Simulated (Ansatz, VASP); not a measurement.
One calculation of Sn, two programs

```
CELL_PARAMETERS angstrom
0.00000 3.23334 3.23334
3.23334 0.00000 3.23334
3.23334 3.23334 0.00000
ATOMIC_POSITIONS crystal
Sn 0.75132 0.75902 0.76259
Sn 0.49467 0.50900 0.50001
```

Change from the starting cell: atoms moved at random, drawn with an rms of 0.05 Å.

Alike in both runs: task single point; functional PBE; k mesh 7 × 7 × 7; occupations fermi-dirac, width 0.05 eV; no spin polarisation.

```csv
,VASP,Ansatz
version,VASP 6.6.1,Ansatz 0.2.0
potentials or method,"VASP PAW PBE potentials, release 64 (Sn_d), cutoff 520 eV","all-electron LAPW, scalar-relativistic"
```

|  | VASP | Ansatz | Ansatz less VASP |
| --- | --- | --- | --- |
| gap on the k mesh at the Fermi level (eV) | none | none | - |
| pressure (GPa) | 3.9 | 3.9 | +0.09 |
| traceless stress, the component that is largest in VASP (GPa) | -1.51 | -1.52 | -0.003 |
| rms of the force components (eV/Å) | 0.337 | 0.337 | +0.0001 |

Atom by atom the forces differ by 0.000 eV/Å (rms over components). A gap of «none» marks a metal or a gap that the smearing closes. Ansatz ran all-electron here, and VASP with PAW potentials.
